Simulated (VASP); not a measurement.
Set up this calculation in VASP 6.6.1, as the native input.

- Task: relaxation of cell and atoms
- Functional: PBEsol
- Potentials or basis: VASP PAW PBE potentials, release 64 (Ni)
- Cutoff: 600 eV
- k mesh: 14 × 14 × 8
- Occupations: fermi-dirac, width 0.05 eV
- Spin: collinear spin, ferromagnetic start
- Starting moments: [0.8, 0.8] μB
- Dipole correction: no
- Further INCAR settings: ALGO = Normal; EDIFF = 1e-06; IBRION = 2; EDIFFG = -0.01; NSW = 80; ISIF = 3

The structure of Ni lies in POSCAR:

```
Ni
1.0
    2.4917559660      0.0000000000      0.0000000000
   -1.2458779830      2.1579239666      0.0000000000
    0.0000000000      0.0000000000      4.0690374925
Ni
2
Direct
    0.3333333333      0.6666666667      0.2500000000
    0.6666666667      0.3333333333      0.7500000000
```

This isn't the form of Ni at room conditions, which is fcc.

One way to write it, as run:

INCAR

```
PREC = Accurate
ENCUT = 600
EDIFF = 1E-6
ISMEAR = -1
SIGMA = 0.05
LREAL = F
LASPH = T
NELM = 150
ALGO = Normal
ISIF = 3
LWAVE = F
LCHARG = F
ISPIN = 2
MAGMOM = 0.8 0.8
LORBIT = 11
LMAXMIX = 4
GGA = PS
IBRION = 2
NSW = 80
EDIFFG = -0.01
```

KPOINTS

```
Automatic mesh
0
Gamma
  14 14 8
```

Potentials or basis: VASP PAW PBE potentials, release 64 (Ni).

Launch:

```bash
$ cat potpaw_PBE.64/Ni/POTCAR > POTCAR
$ mpirun -np 1 vasp_std > vasp.out
```

It gave:

The relaxed volume is 10.39 Å³/atom. The relaxed cell is a = 2.445 Å, b = 2.445 Å, c = 4.014 Å, α = 90.00°, β = 90.00°, γ = 120.00°. The space group after relaxing (to 0.1 Å) is P6_3/mmc (No. 194). The energy gained by relaxing is 17.6 meV/atom. The ionic steps are 6, the pressure after relaxing is 0.1 GPa and the net moment is 1.19 μB per cell. The site moments are Ni +0.60 μB and the valence electrons inside the program's atomic spheres are Ni 9.40.

Caveat: the PAW data sets were made with another functional, which shifts forces and pressure a little.

It took 6.5 min on 1 thread of Intel Xeon 8259CL, on a shared host, peak memory 0.21 GiB.
